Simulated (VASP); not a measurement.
# Ti3Se (P6/mmm) in VASP: further runs, part 2 of 2

VASP 6.6.1. The steps go on from the part before.

### Step 3. Single point, PBE, collinear spin, ferromagnetic start

This run uses another cell than the first one, of 19.89 Å³/atom, 1.144 times its volume.

Contents of INCAR:

```
SYSTEM = Ti3Se
ALGO = Normal
EDIFF = 1E-7
ENCUT = 520
GGA = PE
ISIF = 2
ISMEAR = 0
ISPIN = 2
LASPH = .True.
LCHARG = .False.
LMAXMIX = 4
LORBIT = 11
LREAL = .False.
LWAVE = .False.
MAGMOM = 1 1 1 0
NBANDS = 33
NELM = 150
PREC = Accurate
SIGMA = 0.1
```

Contents of KPOINTS:

```
k-points
0
Gamma
  6 6 4
  0 0 0
```

Contents of POSCAR:

```
Ti3Se
1.0
    4.0498884700      0.0000000000      0.0000000000
   -2.0249442400      3.5073063000      0.0000000000
    0.0000000000      0.0000000000      5.6003068700
Ti Se
3 1
Direct
    0.5000000000      0.0000000000      0.5000000000
    0.0000000000      0.5000000000      0.5000000000
    0.5000000000      0.5000000000      0.5000000000
    0.0000000000      0.0000000000      0.0000000000
```

Potentials or basis: VASP PAW PBE potentials, release 64 (Ti_sv, Se).

The run is started by

```sh
$ cat potpaw_PBE.64/Ti_sv/POTCAR potpaw_PBE.64/Se/POTCAR > POTCAR
$ mpirun -np 1 vasp_std > vasp.out
```

OUTCAR:

```text
SYSTEM = Ti3Se
   EDIFF = 1E-7
   ENCUT = 520
   GGA = PE
   ISIF = 2
   ISMEAR = 0
   ISPIN = 2
   LASPH = .True.
   LORBIT = 11
   LREAL = .False.
   NELM = 150
   PREC = Accurate

 ion  position               nearest neighbor table
   1  0.500  0.000  0.500-   2 2.02   2 2.02   3 2.02   3 2.02
   2  0.000  0.500  0.500-   1 2.02   1 2.02   3 2.02   3 2.02
   3  0.500  0.500  0.500-   2 2.02   2 2.02   1 2.02   1 2.02
   4  0.000  0.000  0.000-

  LATTYP: Found a hexagonal cell.
 ALAT       =     4.0498884700
 C/A-ratio  =     1.3828299005

  Lattice vectors:

 A1 = (   4.0498884700,   0.0000000000,   0.0000000000)
 A2 = (  -2.0249442400,   3.5073063000,   0.0000000000)
 A3 = (   0.0000000000,   0.0000000000,   5.6003068700)

Analysis of symmetry for initial positions (statically):
[... 1708 lines left out ...]
     32      11.9289      0.00000
     33      11.9289      0.00000

------------------------ aborting loop because EDIFF is reached ----------------------------------------

  FORCE on cell =-STRESS in cart. coord.  units (eV):
  Direction    XX          YY          ZZ          XY          YZ          ZX
  --------------------------------------------------------------------------------------
  -------------------------------------------------------------------------------------
  Total       25.2635615     25.2635615    -11.3455064     -0.0000000      0.0000000      0.0000000
  in kB      508.8345279    508.8345286   -228.5103549     -0.0000007      0.0000000      0.0000000
  external PRESSURE =     263.0529005 kB  Pullay stress =       0.0000000 kB

 VOLUME and BASIS-vectors are now :
 -----------------------------------------------------------------------------
  energy-cutoff  :      520.00
  volume of cell :       79.55
      direct lattice vectors                 reciprocal lattice vectors
     4.049888470  0.000000000  0.000000000     0.246920380  0.142559548  0.000000000
    -2.024944240  3.507306300  0.000000000     0.000000000  0.285119096  0.000000000
     0.000000000  0.000000000  5.600306870     0.000000000  0.000000000  0.178561644

 POSITION                                       TOTAL-FORCE (eV/Angst)
 -----------------------------------------------------------------------------------
      2.02494      0.00000      2.80015         0.000000      0.000000      0.000000
     -1.01247      1.75365      2.80015         0.000000      0.000000      0.000000
      1.01247      1.75365      2.80015        -0.000000      0.000000      0.000000
      0.00000      0.00000      0.00000         0.000000      0.000000      0.000000
 -----------------------------------------------------------------------------------
    total drift:                               -0.000000      0.000000      0.000000

  FREE ENERGIE OF THE ION-ELECTRON SYSTEM (eV)
  ---------------------------------------------------
  free  energy   TOTEN  =       -16.9479283096 eV

  energy  without entropy=      -16.9199093490  energy(sigma->0) =      -16.93391883

 total charge

# of ion       s       p       d       tot
------------------------------------------
    1        2.219   6.096   2.970  11.284
    2        2.219   6.096   2.970  11.284
    3        2.219   6.096   2.970  11.284
    4        1.508   2.086   0.016   3.610
--------------------------------------------------
tot          8.165  20.373   8.925  37.463

 magnetization (x)

# of ion       s       p       d       tot
------------------------------------------
    1        0.006   0.010   0.061   0.076
    2        0.006   0.010   0.061   0.076
    3        0.006   0.010   0.061   0.076
    4        0.002  -0.007   0.001  -0.005
--------------------------------------------------
tot          0.019   0.022   0.182   0.223
```

OSZICAR:

```text
N       E                     dE             d eps       ncg     rms          rms(c)
DAV:   1     0.568249790768E+03    0.56825E+03   -0.21534E+04  2772   0.148E+03
DAV:   2     0.423447652030E+02   -0.52591E+03   -0.50575E+03  2844   0.470E+02
[... 13 lines left out ...]
DAV:  16    -0.169479157927E+02   -0.50235E-05   -0.47264E-06  3773   0.972E-03    0.116E-02
DAV:  17    -0.169479238287E+02   -0.80360E-05   -0.11933E-05  3289   0.131E-02    0.675E-03
DAV:  18    -0.169479267845E+02   -0.29558E-05   -0.49647E-06  3394   0.804E-03    0.411E-03
DAV:  19    -0.169479279957E+02   -0.12112E-05   -0.25113E-06  3163   0.567E-03    0.261E-03
DAV:  20    -0.169479283196E+02   -0.32394E-06   -0.12663E-06  3056   0.406E-03    0.130E-03
DAV:  21    -0.169479283096E+02    0.99817E-08   -0.38153E-07  2775   0.255E-03
   1 F= -.16947928E+02 E0= -.16933919E+02  d E =-.280190E-01  mag=     0.2805
```

stdout:

```text
POSCAR found type information on POSCAR TiSe
 POSCAR found :  2 types and       4 ions
 scaLAPACK will be used
 LDA part: xc-table for (Slater+PW92), standard interpolation
 POSCAR, INCAR and KPOINTS ok, starting setup
 FFT: planning ... GRIDC
 FFT: planning ... GRID_SOFT
 FFT: planning ... GRID
 WAVECAR not read
 entering main loop
```

Wall time 80 s (1 thread of Intel Xeon 6975P-C (Granite Rapids), shared host); peak memory 0.25 GiB.

Results:

| Item | Value |
| --- | --- |
| Free energy | -16.9479 eV |
| Pressure | 26.3 GPa |
| Net moment | 0.28 μB per cell |
| Site moments | Ti +0.08; Se -0.01 μB |
| Valence electrons inside the program's atomic spheres | Ti 11.28; Se 3.61 |

Stress tensor (GPa, compression positive):
```
 50.88   0.00   0.00
  0.00  50.88   0.00
  0.00   0.00 -22.85
```

### Step 4. Single point, PBE

This run uses another cell than the first one, of 17.52 Å³/atom, 1.008 times its volume.

Contents of INCAR:

```
SYSTEM = Ti3Se
  PREC = Accurate
  ENCUT = 520
  EDIFF = 1E-6
  ISMEAR = 0
  SIGMA = 0.1
  LREAL = .FALSE.
  LASPH = .TRUE.
  NELM = 100
  ALGO = Normal
  ISIF = 2
  LWAVE = .FALSE.
  LCHARG = .FALSE.
  GGA = PE
  NBANDS = 29
```

Contents of KPOINTS:

```
regular mesh
0
G
  12 12 16
  0 0 0
```

Contents of POSCAR:

```
Ti3Se
1.0
    5.2070701650      0.0000000000      0.0000000000
   -2.6035350825      4.5094550422      0.0000000000
    0.0000000000      0.0000000000      2.9846429542
Ti Se
3 1
Direct
    0.5000000000      0.0000000000      0.5000000000
    0.0000000000      0.5000000000      0.5000000000
    0.5000000000      0.5000000000      0.5000000000
    0.0000000000      0.0000000000      0.0000000000
```

The run is started by

```sh
$ cat potpaw_PBE.64/Ti_sv/POTCAR potpaw_PBE.64/Se/POTCAR > POTCAR
$ mpirun -np 1 vasp_std > vasp.out
```

Wall time 2.4 min (1 thread of Intel Xeon 6975P-C (Granite Rapids), shared host); peak memory 0.41 GiB.

Results (log left out):

| Property | Result |
| --- | --- |
| Free energy | -26.2654 eV |
| Pressure | -0.1 GPa |
| Band gap on the k mesh | zero (band 21 reaches 8.82 eV, above the bottom of band 22 at 8.03 eV) |

Stress tensor (GPa, compression positive):
```
-0.02  0.00  0.00
 0.00 -0.02  0.00
 0.00  0.00 -0.14
```

Levels at points of the mesh, in eV from the Fermi level:
| k point | band 18 | band 19 | band 20 | band 21 | band 22 | band 23 | band 24 | band 25 |
| --- | --- | --- | --- | --- | --- | --- | --- | --- |
| (0.00, 0.00, 0.00) | -1.96 | -1.71 | -0.34 | -0.34 | 0.32 | 0.34 | 0.46 | 1.03 |
| (0.50, 0.00, 0.00) | -1.16 | -0.50 | -0.23 | -0.15 | 0.01 | 0.07 | 1.02 | 1.15 |
| (0.00, 0.00, 0.50) | -2.49 | -1.01 | -1.01 | 0.21 | 1.82 | 2.05 | 2.05 | 2.11 |
| (0.50, 0.00, 0.50) | -1.82 | -0.69 | -0.13 | 0.00 | 0.11 | 0.12 | 0.46 | 0.76 |

### Step 5. The runs side by side

```csv
task,spin,cell,k mesh,cutoff (eV),gap on the mesh (eV),pressure (GPa)
relaxation of cell and atoms,off,"relaxed from a = 5.223, b = 5.223, c = 2.943 Å, angles 90.0, 90.0, 120.0°, 4 atoms",6 × 6 × 6,600,none,0.1
single point,"collinear, ferromagnetic start","a = 4.050, b = 4.050, c = 5.600 Å, angles 90.0, 90.0, 120.0°, 4 atoms",6 × 6 × 4,520,none,26.3
single point,off,"a = 5.207, b = 5.207, c = 2.985 Å, angles 90.0, 90.0, 120.0°, 4 atoms",12 × 12 × 16,520,none,-0.1
```

Alike in all rows: level PBE; potentials or basis VASP PAW PBE potentials, release 64 (Ti_sv, Se); smearing gaussian 0.1 eV.

Absolute energies hang on the potentials; compare differences alone.
